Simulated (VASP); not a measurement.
Wanted: the native input for a VASP 6.6.1 run.

```yaml
Task: single point
Functional: r2SCAN
Potentials_or_basis: VASP PAW PBE potentials, release 64 (Ge_d)
Cutoff: 520 eV
k_mesh: 14 × 14 × 14
Occupations: gaussian, width 0.15 eV
Spin: no spin polarisation
Dipole_correction: no
Further_INCAR_settings: ALGO = Normal; EDIFF = 1e-07; NBANDS = 21
```

Ge:

```xyz
2
Lattice="-2.5735 2.5735 1.4091 2.5735 -2.5735 1.4091 2.5735 2.5735 -1.4091" Properties=species:S:1:pos:R:3 pbc="T T T"
Ge    2.5694   -0.0205    0.7766
Ge    0.0040    0.0205    1.3370
```

This cell differs from its parent crystal: atom 1 moved 0.15 Å.

One way to write it, as run:

POSCAR

```
Ge
1.0
   -2.5734902219      2.5734902219      1.4090864226
    2.5734902219     -2.5734902219      1.4090864226
    2.5734902219      2.5734902219     -1.4090864226
Ge
2
Direct
    0.2715904469      0.7747773847      0.4952397494
    0.4784095531      0.4752226153      0.0047602506
```

INCAR.step1

```
SYSTEM = Ge
PREC     = Accurate       ! precision mode
ENCUT    = 520            ! plane-wave cutoff, eV
ISMEAR   = 0              ! smearing method
SIGMA    = 0.15           ! smearing width, eV
LREAL    = .FALSE.        ! projectors in reciprocal space
LASPH    = .TRUE.         ! aspherical terms in the spheres
NELM     = 80             ! most SCF steps
NBANDS   = 21             ! bands
GGA      = PE             ! functional
ALGO     = Normal         ! electronic algorithm
EDIFF    = 1E-4           ! SCF threshold, eV
LWAVE    = .TRUE.         ! write WAVECAR
LCHARG   = .FALSE.        ! write CHGCAR
KPAR     = 4
```

INCAR.step2

```
SYSTEM = Ge
PREC     = Accurate       ! precision mode
ENCUT    = 520            ! plane-wave cutoff, eV
EDIFF    = 1E-7           ! SCF threshold, eV
ISMEAR   = 0              ! smearing method
SIGMA    = 0.15           ! smearing width, eV
LREAL    = .FALSE.        ! projectors in reciprocal space
LASPH    = .TRUE.         ! aspherical terms in the spheres
NELM     = 80             ! most SCF steps
ALGO     = Normal         ! electronic algorithm
ISIF     = 2              ! what is computed and relaxed
LWAVE    = .FALSE.        ! write WAVECAR
LCHARG   = .FALSE.        ! write CHGCAR
METAGGA  = R2SCAN         ! meta-GGA
LMIXTAU  = .TRUE.       
NBANDS   = 21             ! bands
ISTART   = 1            
KPAR     = 4
```

KPOINTS

```
Automatic mesh
0
G
  14 14 14
  0 0 0
```

Potentials or basis: VASP PAW PBE potentials, release 64 (Ge_d).

Launch:

```sh
$ cat potpaw_PBE.64/Ge_d/POTCAR > POTCAR
$ cp INCAR.step1 INCAR
$ mpirun -np 4 vasp_std > vasp.out
$ cp INCAR.step2 INCAR
$ mpirun -np 4 vasp_std > vasp.out
```

Results of the run:

```yaml
Pressure: -0.1 GPa
Largest_force: 0.126 eV/Å
Band_gap_on_the_k_mesh: zero (bands 14 and 15 overlap by 5.37 eV)
```

Caveat: the cell differs from its parent crystal (atom 1 moved 0.15 Å); the PAW data sets were made with another functional, which shifts forces and pressure a little.

Wall time 31 min on 4 MPI ranks on Oxide Virtual Turin-like Processor, on a shared host, peak memory 0.83 GiB a rank.
